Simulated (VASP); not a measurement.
# SiC3 (Pm-3n) in VASP: notebook

SiC3 is run at these levels: PBE; tasks: single point.

Program: VASP 6.6.1. These are calculated values, not measurements. Logs are shortened: lines on timing, memory, paths and dates and some standing lists are left out, and cuts for length are marked.

## (1) The cell of the first run

It takes space group Pm-3n (No. 223, cubic). The conventional cell has a = 3.975 Å, b = 3.975 Å, c = 3.975 Å, α = 90.00°, β = 90.00°, γ = 90.00°. Si (site symmetry m-3) has 12 C at 2.22 Å within 2.9 Å. Within 2.6 Å of C (site symmetry -4m2) lie 10 C at 1.99 to 2.43 Å and 4 Si at 2.22 Å.

The cell was built from a structure type or drawn by symmetry, and may not be a known phase.

## (2) Single point, PBE

File INCAR:

```
PREC = Accurate ; ENCUT = 600
EDIFF = 1E-6 ; ISMEAR = 0
SIGMA = 0.2 ; LREAL = F
LASPH = T ; NELM = 120
ALGO = Normal ; ISIF = 2
LWAVE = F ; LCHARG = T
GGA = PE ; LELF = T
LVHAR = T ; NBANDS = 26
GGA_COMPAT = F
```

File KPOINTS:

```
regular mesh
0
Gamma
  4 4 4
```

File POSCAR:

```
SiC3
1.0
    3.9753954298      0.0000000000      0.0000000000
    0.0000000000      3.9753954298      0.0000000000
    0.0000000000      0.0000000000      3.9753954298
Si C
2 6
Direct
    0.0000000000      0.0000000000      0.0000000000
    0.5000000000      0.5000000000      0.5000000000
    0.0000000000      0.5000000000      0.2500000000
    0.0000000000      0.5000000000      0.7500000000
    0.2500000000      0.0000000000      0.5000000000
    0.7500000000      0.0000000000      0.5000000000
    0.5000000000      0.7500000000      0.0000000000
    0.5000000000      0.2500000000      0.0000000000
```

Potentials or basis: VASP PAW PBE potentials, release 64 (Si, C).

Started as:

```console
$ cat potpaw_PBE.64/Si/POTCAR potpaw_PBE.64/C/POTCAR > POTCAR
$ mpirun -np 1 vasp_std > vasp.out
```

OUTCAR:

```text
PREC = Accurate
   ENCUT = 600
   EDIFF = 1E-6
   ISMEAR = 0
   LREAL = F
   LASPH = T
   NELM = 120
   ISIF = 2
   GGA = PE

 ion  position               nearest neighbor table
   1  0.000  0.000  0.000-   3 2.22   4 2.22   5 2.22   6 2.22   7 2.22   8 2.22   5 2.22   6 2.22
                             3 2.22   4 2.22   7 2.22   8 2.22
   2  0.500  0.500  0.500-   3 2.22   4 2.22   5 2.22   6 2.22   7 2.22   8 2.22   7 2.22   8 2.22
                             5 2.22   6 2.22   3 2.22   4 2.22
   3  0.000  0.500  0.250-   4 1.99   4 1.99   1 2.22   2 2.22   1 2.22   2 2.22
   4  0.000  0.500  0.750-   3 1.99   3 1.99   1 2.22   2 2.22   1 2.22   2 2.22
   5  0.250  0.000  0.500-   6 1.99   6 1.99   1 2.22   1 2.22   2 2.22   2 2.22
   6  0.750  0.000  0.500-   5 1.99   5 1.99   1 2.22   1 2.22   2 2.22   2 2.22
   7  0.500  0.750  0.000-   8 1.99   8 1.99   1 2.22   2 2.22   2 2.22   1 2.22
   8  0.500  0.250  0.000-   7 1.99   7 1.99   1 2.22   2 2.22   2 2.22   1 2.22

  LATTYP: Found a simple cubic cell.
 ALAT       =     3.9753954298

  Lattice vectors:

 A1 = (   3.9753954298,   0.0000000000,   0.0000000000)
 A2 = (   0.0000000000,   3.9753954298,   0.0000000000)
 A3 = (   0.0000000000,   0.0000000000,   3.9753954298)

Analysis of symmetry for initial positions (statically):
=====================================================================
 Subroutine PRICEL returns:
 Original cell was already a primitive cell.

 Routine SETGRP: Setting up the symmetry group for a
 simple cubic supercell.

 Subroutine GETGRP returns: Found 48 space group operations
 (whereof 24 operations were pure point group operations)
 out of a pool of 48 trial point group operations.

The static configuration has the point symmetry T_h .
 The point group associated with its full space group is O_h .

Analysis of symmetry for dynamics (positions and initial velocities):
=====================================================================
 Subroutine PRICEL returns:
 Original cell was already a primitive cell.

 Routine SETGRP: Setting up the symmetry group for a
 simple cubic supercell.

 Subroutine GETGRP returns: Found 48 space group operations
 (whereof 24 operations were pure point group operations)
 out of a pool of 48 trial point group operations.

The dynamic configuration has the point symmetry T_h .
 The point group associated with its full space group is O_h .

 Subroutine INISYM returns: Found 48 space group operations
 (whereof 24 operations are pure point group operations),
 and found     1 'primitive' translations

----------------------------------------------------------------------------------------

                                     Primitive cell

  volume of cell :      62.8262

  direct lattice vectors                    reciprocal lattice vectors
     3.975395430  0.000000000  0.000000000     0.251547303  0.000000000  0.000000000
     0.000000000  3.975395430  0.000000000     0.000000000  0.251547303  0.000000000
     0.000000000  0.000000000  3.975395430     0.000000000  0.000000000  0.251547303

  length of vectors
     3.975395430  3.975395430  3.975395430     0.251547303  0.251547303  0.251547303

  position of ions in fractional coordinates (direct lattice)
     0.000000000  0.000000000  0.000000000
     0.500000000  0.500000000  0.500000000
     0.000000000  0.500000000  0.250000000
     0.000000000  0.500000000  0.750000000
     0.250000000  0.000000000  0.500000000
     0.750000000  0.000000000  0.500000000
     0.500000000  0.750000000  0.000000000
     0.500000000  0.250000000  0.000000000

  ion indices of the primitive-cell ions
   primitive index   ion index
                 1           1
                 2           2
                 3           3
                 4           4
                 5           5
                 6           6
                 7           7
                 8           8

----------------------------------------------------------------------------------------

 KPOINTS: regular mesh

Automatic generation of k-mesh.
 Grid dimensions read from file:
 generate k-points for:    4    4    4

 Generating k-lattice:

  Cartesian coordinates                     Fractional coordinates (reciprocal lattice)
     0.062886826  0.000000000  0.000000000     0.250000000  0.000000000  0.000000000
     0.000000000  0.062886826  0.000000000     0.000000000  0.250000000  0.000000000
     0.000000000  0.000000000  0.062886826     0.000000000  0.000000000  0.250000000

  Length of vectors
     0.062886826  0.062886826  0.062886826

  Shift w.r.t. Gamma in fractional coordinates (k-lattice)
     0.000000000  0.000000000  0.000000000

 Subroutine IBZKPT returns following result:
 ===========================================

 Found     10 irreducible k-points:

 Following reciprocal coordinates:
            Coordinates               Weight
  0.000000  0.000000  0.000000      1.000000
  0.250000  0.000000  0.000000      6.000000
  0.500000  0.000000  0.000000      3.000000
  0.250000  0.250000  0.000000     12.000000
  0.500000  0.250000  0.000000     12.000000
  0.500000  0.500000  0.000000      3.000000
  0.250000  0.250000  0.250000      8.000000
  0.500000  0.250000  0.250000     12.000000
  0.500000  0.500000  0.250000      6.000000
  0.500000  0.500000  0.500000      1.000000
   k-points           NKPTS =     10   k-points in BZ     NKDIM =     10   number of bands    NBANDS=     26
   number of dos      NEDOS =    301   number of ions     NIONS =      8
   total plane-waves  NPLWV =  32768
   dimension x,y,z NGX =    32 NGY =   32 NGZ =   32
   dimension x,y,z NGXF=    64 NGYF=   64 NGZF=   64
   ions per type =               2   6
   NGX,Y,Z   is equivalent  to a cutoff of  13.38, 13.38, 13.38 a.u.
   NGXF,Y,Z  is equivalent  to a cutoff of  26.76, 26.76, 26.76 a.u.
 SYSTEM =  unknown system
   PREC   = accura    normal or accurate (medium, high low for compatibility)
   ISTART =      0    job   : 0-new  1-cont  2-samecut
   ICHARG =      2    charge: 1-file 2-atom 10-const
   ISPIN  =      1    spin polarized calculation?
   LNONCOLLINEAR =      F non collinear calculations
   LSORBIT =      F    spin-orbit coupling
   LASPH  =      T    aspherical Exc in radial PAW
   ENCUT  =  600.0 eV  44.10 Ry    6.64 a.u.   7.94  7.94  7.94*2*pi/ulx,y,z
   NELM   =    120;   NELMIN=  2; NELMDL= -5     # of ELM steps
   EDIFF  = 0.1E-05   stopping-criterion for ELM
   LREAL  =      F    real-space projection
   EDIFFG = 0.1E-04   stopping-criterion for IOM
   NSW    =      0    number of steps for IOM
   IBRION =     -1    ionic relax: 0-MD 1-quasi-New 2-CG
   NFREE  =      0    steps in history (QN), initial steepest desc. (CG)
   ISIF   =      2    stress and relaxation
   ISYM   =      2    0-nonsym 1-usesym 2-fastsym
   POTIM  = 0.5000    time-step for ionic-motion
   TEBEG  =    0.0;   TEEND  =   0.0 temperature during run
   PSTRESS=    0.0 pullay stress
   NELECT =      32.0000    total number of electrons
   NUPDOWN=      -1.0000    fix difference up-down
   EMIN   =  10.00;   EMAX   =-10.00  energy-range for DOS
   EFERMI =   0.00;   METHOD = LEGACY
   ISMEAR =     0;   SIGMA  =   0.20  broadening in eV -4-tet -1-fermi 0-gaus
   EFERMI_NEDOS =   21; number of points for ismear=-14 and -15
   IALGO  =     38    algorithm
   IMIX   =      4    mixing-type and parameters
     AMIX     =   0.40;   BMIX     =  1.00
     AMIX_MAG =   1.60;   BMIX_MAG =  1.00
  volume/ion in A,a.u.               =       7.85        53.00
  Fermi-wavevector in a.u.,A,eV,Ry     =   1.307408  2.470643 23.256654  1.709316
  Thomas-Fermi vector in A             =   2.438145
   LORBIT       =      0    0 simple, 1 ext, 2 COOP (PROOUT), +10 PAW based schemes
   GGA     = PE    functional components
   LHFCALC =     F    Hartree Fock is set to
   AEXX    =    0.0000 exact exchange contribution
   IVDW    =     0    specifies the selected vdW correction
   LEPSILON=     F    determine dielectric tensor
   LRPA    =     F    only Hartree local field effects (RPA)
 non-spin polarized calculation
 Gauss-broadening in eV      SIGMA  =   0.20
  energy-cutoff  :      600.00
  volume of cell :       62.83
 maximum number of plane-waves:      2176
 NGX is ok and might be reduce to    32
   NGX = 15   NGY = 15   NGZ = 15

 number of electron      32.0000002 magnetization

 Free energy of the ion-electron system (eV)
  ---------------------------------------------------
  ext. energy  EPLUGINS =         0.00000000
  ---------------------------------------------------
  free energy    TOTEN  =       -41.91383009 eV

  energy without entropy =      -41.86372688  energy(sigma->0) =      -41.88877848

 E-fermi :  10.4178     XC(G=0): -12.7262

 val. band max:       10.1264727495   @ k =   0.5000   0.2500   0.0000
 cond. band min:      10.4289246234   @ k =   0.5000   0.5000   0.5000
 fundamental gap:      0.3024518740
 Fermi energy:        10.4178371230

 k-point     1 :       0.0000    0.0000    0.0000
  band No.  band energies     occupation
      1      -8.4612      2.00000
      2      -1.5806      2.00000
      3      -1.5806      2.00000
      4       0.0222      2.00000
      5       0.0222      2.00000
      6       0.0222      2.00000
[... 18 lines left out ...]
     25      17.6414      0.00000
     26      17.6414      0.00000

 k-point     2 :       0.2500    0.0000    0.0000
  band No.  band energies     occupation
      1      -7.9497      2.00000
      2      -3.9826      2.00000
      3      -1.1367      2.00000
      4       0.5110      2.00000
      5       0.5110      2.00000
      6       0.5136      2.00000
[... 18 lines left out ...]
     25      17.7863      0.00000
     26      17.7864      0.00000

 k-point     3 :       0.5000    0.0000    0.0000
  band No.  band energies     occupation
      1      -6.4309      2.00000
      2      -6.4309      2.00000
      3       0.1501      2.00000
      4       0.1501      2.00000
      5       1.7489      2.00000
      6       1.7489      2.00000
[... 18 lines left out ...]
     25      17.9614      0.00000
     26      17.9615      0.00000

 k-point     4 :       0.2500    0.2500    0.0000
  band No.  band energies     occupation
      1      -7.4409      2.00000
      2      -3.7646      2.00000
      3      -3.1498      2.00000
      4       0.1757      2.00000
      5       0.3013      2.00000
      6       0.9944      2.00000
[... 18 lines left out ...]
     25      15.5325      0.00000
     26      17.9252      0.00000

 k-point     5 :       0.5000    0.2500    0.0000
  band No.  band energies     occupation
      1      -5.9355      2.00000
      2      -5.9331      2.00000
      3      -2.0085      2.00000
      4      -1.9526      2.00000
      5       1.0890      2.00000
      6       1.8506      2.00000
[... 18 lines left out ...]
     25      15.6552      0.00000
     26      18.0864      0.00000

 k-point     6 :       0.5000    0.5000    0.0000
  band No.  band energies     occupation
      1      -4.7293      2.00000
      2      -4.7074      2.00000
      3      -4.1055      2.00000
      4      -4.1055      2.00000
      5       1.5539      2.00000
      6       2.5884      2.00000
[... 18 lines left out ...]
     25      15.3742      0.00000
     26      15.9433      0.00000

 k-point     7 :       0.2500    0.2500    0.2500
  band No.  band energies     occupation
      1      -6.9351      2.00000
      2      -3.2870      2.00000
      3      -3.2870      2.00000
      4      -2.1117      2.00000
      5       0.4077      2.00000
      6       0.4077      2.00000
[... 18 lines left out ...]
     25      15.4693      0.00000
     26      15.8128      0.00000

 k-point     8 :       0.5000    0.2500    0.2500
  band No.  band energies     occupation
      1      -5.4416      2.00000
      2      -5.4416      2.00000
      3      -1.8704      2.00000
      4      -1.8704      2.00000
      5      -1.0067      2.00000
      6      -1.0067      2.00000
[... 18 lines left out ...]
     25      15.8130      0.00000
     26      15.8130      0.00000

 k-point     9 :       0.5000    0.5000    0.2500
  band No.  band energies     occupation
      1      -4.2451      2.00000
      2      -4.2259      2.00000
      3      -3.6444      2.00000
      4      -3.6444      2.00000
      5      -0.5273      2.00000
      6      -0.4211      2.00000
[... 18 lines left out ...]
     25      15.1771      0.00000
     26      15.9942      0.00000

 k-point    10 :       0.5000    0.5000    0.5000
  band No.  band energies     occupation
      1      -2.8002      2.00000
      2      -2.8002      2.00000
      3      -2.8002      2.00000
      4      -2.8002      2.00000
      5      -2.8002      2.00000
      6      -2.8002      2.00000
[... 18 lines left out ...]
     25      16.2831      0.00000
     26      16.2831      0.00000

------------------------ aborting loop because EDIFF is reached ----------------------------------------

  FORCE on cell =-STRESS in cart. coord.  units (eV):
  Direction    XX          YY          ZZ          XY          YZ          ZX
  --------------------------------------------------------------------------------------
  -------------------------------------------------------------------------------------
  Total       -0.1658558     -0.1658558     -0.1658558      0.0000000      0.0000000     -0.0000000
  in kB       -4.2296103     -4.2296103     -4.2296103      0.0000000      0.0000000     -0.0000000
  external PRESSURE =      -4.2296103 kB  Pullay stress =       0.0000000 kB

 VOLUME and BASIS-vectors are now :
 -----------------------------------------------------------------------------
  energy-cutoff  :      600.00
  volume of cell :       62.83
      direct lattice vectors                 reciprocal lattice vectors
     3.975395430  0.000000000  0.000000000     0.251547303  0.000000000  0.000000000
     0.000000000  3.975395430  0.000000000     0.000000000  0.251547303  0.000000000
     0.000000000  0.000000000  3.975395430     0.000000000  0.000000000  0.251547303

 POSITION                                       TOTAL-FORCE (eV/Angst)
 -----------------------------------------------------------------------------------
      0.00000      0.00000      0.00000         0.000000      0.000000      0.000000
      1.98770      1.98770      1.98770         0.000000      0.000000      0.000000
      0.00000      1.98770      0.99385         0.000000     -0.000000      0.000000
      0.00000      1.98770      2.98155        -0.000000     -0.000000     -0.000000
      0.99385      0.00000      1.98770        -0.000000     -0.000000      0.000000
      2.98155      0.00000      1.98770         0.000000      0.000000     -0.000000
      1.98770      2.98155      0.00000         0.000000      0.000000     -0.000000
      1.98770      0.99385      0.00000        -0.000000     -0.000000      0.000000
 -----------------------------------------------------------------------------------
    total drift:                                0.000000     -0.000000      0.000000

  FREE ENERGIE OF THE ION-ELECTRON SYSTEM (eV)
  ---------------------------------------------------
  free  energy   TOTEN  =       -41.9138300911 eV

  energy  without entropy=      -41.8637268769  energy(sigma->0) =      -41.88877848
```

Wall time 8.9 s (1 thread of Intel Xeon Platinum 8488C (Sapphire Rapids), shared host); peak memory 0.17 GiB.

What came out:

| Item | Value |
| --- | --- |
| Free energy | -41.9138 eV |
| Pressure | -0.4 GPa |
| Band gap on the k mesh | zero (bands 16 and 17 overlap by 3.17 eV) |

Levels at points of the mesh, in eV from the Fermi level:
```csv
k point,band 14,band 15,band 16,band 17,band 18,band 19
"(0.00, 0.00, 0.00)",-2.51,-2.51,-2.50,-2.50,-2.50,1.40
"(0.50, 0.00, 0.00)",-2.41,-0.85,-0.85,-0.49,-0.49,0.02
"(0.50, 0.50, 0.00)",-0.79,-0.79,0.37,0.96,1.20,1.20
"(0.50, 0.50, 0.50)",0.01,0.46,0.46,0.46,0.46,1.23
```

Caveat: the k points lie up to 0.40 Å⁻¹ apart, too coarse for converged energies and pressures of a metal.

## (3) Single point, PBE

File INCAR:

```
SYSTEM = SiC3
PREC = Accurate ; ENCUT = 600
EDIFF = 1E-6 ; ISMEAR = 0
SIGMA = 0.2 ; LREAL = .FALSE.
LASPH = .TRUE. ; NELM = 120
ALGO = Normal ; ISIF = 2
LWAVE = .FALSE. ; LCHARG = .TRUE.
GGA = PE ; LELF = .TRUE.
LVHAR = .TRUE. ; NBANDS = 26
GGA_COMPAT = .FALSE.
```

File KPOINTS:

```
Automatic mesh
0
G
  4 4 4
  0 0 0
```

File POSCAR:

```
SiC3
1.0
    3.9744833953      0.0000000000      0.0000000000
    0.0000000000      3.9744833953      0.0000000000
    0.0000000000      0.0000000000      3.9744833953
Si C
2 6
Direct
    0.0000000000      0.0000000000      0.0000000000
    0.5000000000      0.5000000000      0.5000000000
    0.2500000000      0.5000000000      0.0000000000
    0.7500000000      0.5000000000      0.0000000000
    0.0000000000      0.2500000000      0.5000000000
    0.0000000000      0.7500000000      0.5000000000
    0.5000000000      0.0000000000      0.2500000000
    0.5000000000      0.0000000000      0.7500000000
```

Potentials or basis: VASP PAW PBE potentials, release 64 (Si, C).

Started as:

```console
$ cat potpaw_PBE.64/Si/POTCAR potpaw_PBE.64/C/POTCAR > POTCAR
$ mpirun -np 1 vasp_std > vasp.out
```

Wall time 9.5 s (1 thread of Intel Xeon Platinum 8488C (Sapphire Rapids), shared host); peak memory 0.17 GiB.

Results (log left out):

| Item | Value |
| --- | --- |
| Free energy | -41.9139 eV |
| Pressure | -0.3 GPa |
| Band gap on the k mesh | zero (bands 16 and 17 overlap by 3.17 eV) |

Levels at points of the mesh, in eV from the Fermi level:
```
           k point  band 13  band 14  band 15  band 16  band 17  band 18  band 19  band 20
(0.00, 0.00, 0.00)    -2.52    -2.52    -2.52    -2.51    -2.51    -2.51     1.41     1.58
(0.50, 0.00, 0.00)    -2.41    -2.41    -0.86    -0.86    -0.49    -0.49     0.02     0.02
(0.50, 0.50, 0.00)    -1.05    -0.79    -0.79     0.37     0.96     1.20     1.20     1.56
(0.50, 0.50, 0.50)     0.01     0.01     0.46     0.46     0.46     0.46     1.23     1.23
```

Caveat: the k points lie up to 0.40 Å⁻¹ apart, too coarse for converged energies and pressures of a metal.
